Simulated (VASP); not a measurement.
A run of VASP 6.6.1:

File INCAR:

```
SYSTEM = Sb
PREC     = Accurate       ! precision mode
ENCUT    = 520            ! plane-wave cutoff, eV
EDIFF    = 1E-6           ! SCF threshold, eV
ISMEAR   = -1             ! smearing method
SIGMA    = 0.05           ! smearing width, eV
LREAL    = .FALSE.        ! projectors in reciprocal space
LASPH    = .TRUE.         ! aspherical terms in the spheres
NELM     = 60             ! most SCF steps
ALGO     = Normal         ! electronic algorithm
ISIF     = 2              ! what is computed and relaxed
LWAVE    = .FALSE.        ! write WAVECAR
LCHARG   = .FALSE.        ! write CHGCAR
GGA      = RE             ! functional
IVDW     = 12             ! dispersion correction
NBANDS   = 12             ! bands
```

File KPOINTS:

```
Automatic mesh
0
G
  9 9 5
  0 0 0
```

File POSCAR:

```
Sb
1.0
    3.2916943220      0.0000000000      0.0000000000
   -1.6458471610      2.8506909043      0.0000000000
    0.0000000000      0.0000000000      5.3683707196
Sb
2
Direct
    0.6666666667      0.3333333333      0.7500000000
    0.3333333333      0.6666666667      0.2500000000
```

Potentials or basis: VASP PAW PBE potentials, release 64 (Sb).

Launch:

```bash
$ cat potpaw_PBE.64/Sb/POTCAR > POTCAR
$ mpirun -np 1 vasp_std > vasp.out
```

Hardware: 1 thread of Intel(R) Xeon(R) 6975P-C (Granite Rapids) (shared host).

Question: Estimate the wall time of this run.

Answer: Run time: 6.4 s on 1 thread of Intel(R) Xeon(R) 6975P-C (Granite Rapids), on a shared host, peak memory 0.17 GiB. Counts: scf iterations 10, k points 36.
